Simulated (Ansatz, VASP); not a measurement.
**Sn in VASP and in Ansatz**

```xyz
2
Lattice="0.0000 3.2156 3.2156 3.2156 0.0000 3.2156 3.2156 3.2156 0.0000" Properties=species:S:1:pos:R:3 pbc="T T T"
Sn   -0.8039   -0.8039   -0.8039
Sn    0.8039    0.8039    0.8039
```

Change from the starting cell: volume scaled by 0.95, LAPW.

Alike in both runs: task single point; functional PBEsol; k mesh 10 × 10 × 10; occupations fermi-dirac, width 0.1 eV; no spin polarisation.

|  | VASP | Ansatz |
| --- | --- | --- |
| version | VASP 6.6.1 | Ansatz 0.2.0 |
| potentials or method | VASP PAW PBE potentials, release 64 (Sn_d), cutoff 520 eV | all-electron LAPW, scalar-relativistic |

|  | VASP | Ansatz | Ansatz less VASP |
| --- | --- | --- | --- |
| pressure (GPa) | 2.3 | 2.4 | +0.07 |

VASP's potentials were made for PBE, not for PBEsol. Ansatz ran all-electron here, and VASP with PAW potentials.
